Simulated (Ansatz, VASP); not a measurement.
**One calculation of Cu, two programs**

The input POSCAR:

```
Cu
1.0
    0.0000000000      1.7520445553      1.7520445553
    1.7520445553      0.0000000000      1.7520445553
    1.7520445553      1.7520445553      0.0000000000
Cu
1
Direct
    0.0000000000      0.0000000000      0.0000000000
```

File INCAR.step1:

```
PREC     = Accurate       # precision mode
ENCUT    = 520            # plane-wave cutoff, eV
ISMEAR   = -1             # smearing method
SIGMA    = 0.1            # smearing width, eV
LREAL    = F              # projectors in reciprocal space
LASPH    = T              # aspherical terms in the spheres
NELM     = 100            # most SCF steps
NBANDS   = 12             # bands
GGA      = PE             # functional
ALGO     = Normal         # electronic algorithm
EDIFF    = 1E-4           # SCF threshold, eV
LWAVE    = T              # write WAVECAR
LCHARG   = F              # write CHGCAR
```

File INCAR.step2:

```
PREC     = Accurate       # precision mode
ENCUT    = 520            # plane-wave cutoff, eV
EDIFF    = 1E-6           # SCF threshold, eV
ISMEAR   = -1             # smearing method
SIGMA    = 0.1            # smearing width, eV
LREAL    = F              # projectors in reciprocal space
LASPH    = T              # aspherical terms in the spheres
NELM     = 100            # most SCF steps
ALGO     = Normal         # electronic algorithm
ISIF     = 2              # what is computed and relaxed
LWAVE    = F              # write WAVECAR
LCHARG   = F              # write CHGCAR
METAGGA  = R2SCAN         # meta-GGA
LMIXTAU  = T            
NBANDS   = 12             # bands
ISTART   = 1
```

Contents of KPOINTS:

```
regular mesh
0
Gamma
  20 20 20
```

Input for Ansatz:

```yaml
crystal:
  lattice:
    - [0.0, 1.7520445553, 1.7520445553]
    - [1.7520445553, 0.0, 1.7520445553]
    - [1.7520445553, 1.7520445553, 0.0]
  atoms:
    - { symbol: Cu, position: [0.0, 0.0, 0.0] }
kpoints:
  mp_grid: { grid: [20, 20, 20] }
scf:
  occupations: { method: fermi_dirac, width: 0.1 }
hamiltonian:
  xc: r2scan
  pseudopotentials: { kind: paw }
output:
  forces: true
  stress: true
  eigenvalues: true
  populations: true
  write_density: true
  write_potential: true
  elf: true
  volumetric_format: npy
```

Change from the starting cell: volume scaled by 0.94, PAW files.

Alike in both runs: task single point; functional r2SCAN; k mesh 20 × 20 × 20; occupations fermi-dirac, width 0.1 eV; no spin polarisation.

```csv
,VASP,Ansatz
version,VASP 6.6.1,Ansatz 0.2.0
potentials or method,"VASP PAW PBE potentials, release 64 (Cu)","PAW with Ansatz's default frozen-core files, scalar-relativistic"
plane-wave cutoff (eV),520,500
valence electrons in the cell,11,19
```

```tsv
	VASP	Ansatz	Ansatz less VASP
pressure (GPa)	12.4	11.7	-0.66
```

VASP's potentials were made for PBE, not for r2SCAN. With one functional, cell and mesh, what is left measures potentials, basis and numerics. VASP's potentials hold 11 valence electrons a cell and Ansatz's 19, so a difference there can come from the potentials and not from the codes.
